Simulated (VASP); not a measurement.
Al, 1 atom in the cell. It takes space group Fm-3m (No. 225, cubic). The conventional cell has a = 4.180 Å, b = 4.180 Å, c = 4.180 Å, α = 90.00°, β = 90.00°, γ = 90.00°. Within 3.9 Å of Al (site symmetry m-3m) lie 12 Al at 2.96 Å. 

```yaml
Program: VASP 6.6.1
Task: single point
Functional: PBE
Potentials_or_basis: VASP PAW PBE potentials, release 64 (Al)
Cutoff: 520 eV
k_mesh: 14 × 14 × 14
Occupations: fermi-dirac, width 0.15 eV
Spin: no spin polarisation
Dipole_correction: no
Further_INCAR_settings: ALGO = Normal; EDIFF = 1e-06; NBANDS = 8
```

Potentials or basis: VASP PAW PBE potentials, release 64 (Al).

Launch:

```console
$ cat potpaw_PBE.64/Al/POTCAR > POTCAR
$ mpirun -np 1 vasp_std > vasp.out
```

Hardware: 1 thread of Intel Xeon 6975P-C, on a shared host.

Question: How long does it take, and how much memory?

Answer: Wall time 7.4 s on 1 thread of Intel Xeon 6975P-C, on a shared host, peak memory 0.13 GiB. Counts: scf iterations 10, k points 104.
